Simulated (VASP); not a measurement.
Runs of VASP 6.6.1 on CoO. The structure is that of space group Fm-3m (No. 225), or close to it. The cells are those of the table. 

```tsv
cell	gap on the mesh (eV)	pressure (GPa)	moment (μB)
a = 3.079 Å, angles 60.0°, 2 atoms	none	-11.6	3.00
a = 3.020 Å, angles 60.0°, 2 atoms	none	-3.1	3.00
a = 3.118 Å, angles 60.0°, 2 atoms	none	-15.9	3.00
a = 2.958 Å, angles 60.0°, 2 atoms	none	(a)	3.00
```

Alike in all rows: task single point; level PBE+U; potentials or basis VASP PAW PBE potentials, release 64 (Co, O); spin collinear, ferromagnetic start; Co d U = 3.32 eV; k mesh 16 × 16 × 16; cutoff (eV) 520; smearing gaussian 0.1 eV.

Q: Estimate the missing entries.

A: (a) 9.2.

Caveats: a cell with one magnetic atom can't hold antiferromagnetic order, which such compounds often take; the cell stands under tension (at least some runs); the cell stands under pressure (at least some runs).

A gap of «none» marks levels without a gap at the run's occupations.
